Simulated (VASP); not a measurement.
A run of VASP 6.6.1:

INCAR

```
SYSTEM = ZnO
  PREC = Accurate
  ENCUT = 520
  EDIFF = 1E-6
  ISMEAR = 0
  SIGMA = 0.05
  LREAL = .False.
  LASPH = .True.
  NELM = 100
  ALGO = Normal
  ISIF = 2
  LWAVE = .False.
  LCHARG = .False.
  GGA = PS
  NBANDS = 26
```

Contents of KPOINTS:

```
Automatic mesh
0
Gamma
  8 8 6
  0 0 0
```

Contents of POSCAR:

```
ZnO
1.0
    3.2736242890      0.0000000000      0.0000000000
   -1.6368121445      2.8350417967      0.0000000000
    0.0000000000      0.0000000000      5.2818168426
Zn O
2 2
Direct
    0.3333333333      0.6666666667      0.0015022028
    0.6666666667      0.3333333333      0.5015022028
    0.3333333333      0.6666666667      0.3805977972
    0.6666666667      0.3333333333      0.8805977972
```

Potentials or basis: VASP PAW PBE potentials, release 64 (Zn, O).

The run is started by

```sh
$ cat potpaw_PBE.64/Zn/POTCAR potpaw_PBE.64/O/POTCAR > POTCAR
$ mpirun -np 1 vasp_std > vasp.out
```

Hardware: 1 thread of Intel(R) Xeon(R) 6975P-C (Granite Rapids), on a shared host.

Q: How long does it take, and how much memory?

A: It took 15 s on 1 thread of Intel(R) Xeon(R) 6975P-C (Granite Rapids), with other jobs on the host, peak memory 0.18 GiB. Counts: scf iterations 15, k points 40.
